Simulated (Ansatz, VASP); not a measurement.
**Two plane-wave programs on Cu4Ni**

The input INCAR:

```
SYSTEM = Cu4Ni
  PREC = Accurate
  ENCUT = 520
  EDIFF = 1E-6
  ISMEAR = 0
  SIGMA = 0.1
  LREAL = .False.
  LASPH = .True.
  NELM = 80
  ALGO = Normal
  ISIF = 2
  LWAVE = .False.
  LCHARG = .False.
  GGA = PE
  NBANDS = 65
```

Contents of KPOINTS:

```
regular mesh
0
Gamma
  6 6 1
  0 0 0
```

POSCAR

```
Cu4Ni
1.0
    2.5387687000      0.0000000000      0.0000000000
   -1.2693843000      2.1986382000      0.0000000000
    0.0000000000      0.0000000000     20.9698358000
Cu Ni
8 2
Direct
    0.3333333000      0.6666667000      0.0505960000
    0.3333333000      0.6666667000      0.4494040000
    0.3333333000      0.6666667000      0.6515990000
    0.3333333000      0.6666667000      0.8484010000
    0.6666667000      0.3333333000      0.1515990000
    0.6666667000      0.3333333000      0.3484010000
    0.6666667000      0.3333333000      0.5505960000
    0.6666667000      0.3333333000      0.9494040000
    0.3333333000      0.6666667000      0.2500000000
    0.6666667000      0.3333333000      0.7500000000
```

Input for Ansatz:

```yaml
crystal:
  lattice:
    - [2.5387687, 0.0, 0.0]
    - [-1.2693843, 2.1986382, 0.0]
    - [0.0, 0.0, 20.9698358]
  atoms:
    - { symbol: Cu, position: [0.3333333, 0.6666667, 0.050596] }
    - { symbol: Cu, position: [0.3333333, 0.6666667, 0.449404] }
    - { symbol: Cu, position: [0.3333333, 0.6666667, 0.651599] }
    - { symbol: Cu, position: [0.3333333, 0.6666667, 0.848401] }
    - { symbol: Cu, position: [0.6666667, 0.3333333, 0.151599] }
    - { symbol: Cu, position: [0.6666667, 0.3333333, 0.348401] }
    - { symbol: Cu, position: [0.6666667, 0.3333333, 0.550596] }
    - { symbol: Cu, position: [0.6666667, 0.3333333, 0.949404] }
    - { symbol: Ni, position: [0.3333333, 0.6666667, 0.25] }
    - { symbol: Ni, position: [0.6666667, 0.3333333, 0.75] }
basis:
  ecutwfc: 420
kpoints:
  mp_grid: { grid: [6, 6, 1] }
hamiltonian:
  xc: pbe
scf:
  occupations: { method: gaussian, width: 0.1 }
  lower_state_search: "off"
output:
  forces: true
  stress: true
  eigenvalues: true
```

Alike in both runs: task single point; functional PBE; k mesh 6 × 6 × 1; occupations gaussian, width 0.1 eV; no spin polarisation.

```csv
,VASP,Ansatz
version,VASP 6.6.1,Ansatz 0.2.0
potentials or method,"VASP PAW PBE potentials, release 64 (Cu, Ni), cutoff 520 eV","scalar-relativistic, plane waves, PAW"
valence electrons in the cell,108,188
```

|  | VASP | Ansatz | Ansatz less VASP |
| --- | --- | --- | --- |
| gap on the k mesh at the Fermi level (eV) | none | none | - |
| pressure (GPa) | 1.0 | 0.6 | -0.43 |
| traceless stress, the component that is largest in VASP (GPa) | 0.85 | 0.98 | +0.136 |
| rms of the force components (eV/Å) | 0.014 | 0.011 | -0.0032 |

Atom by atom the forces differ by 0.004 eV/Å (rms over components). A gap of «none» marks a metal or a gap that the smearing closes. VASP's potentials hold 108 valence electrons a cell and Ansatz's 188, so a difference there can come from the potentials and not from the codes.

The k mesh is coarse, so the values compare programs but aren't converged.
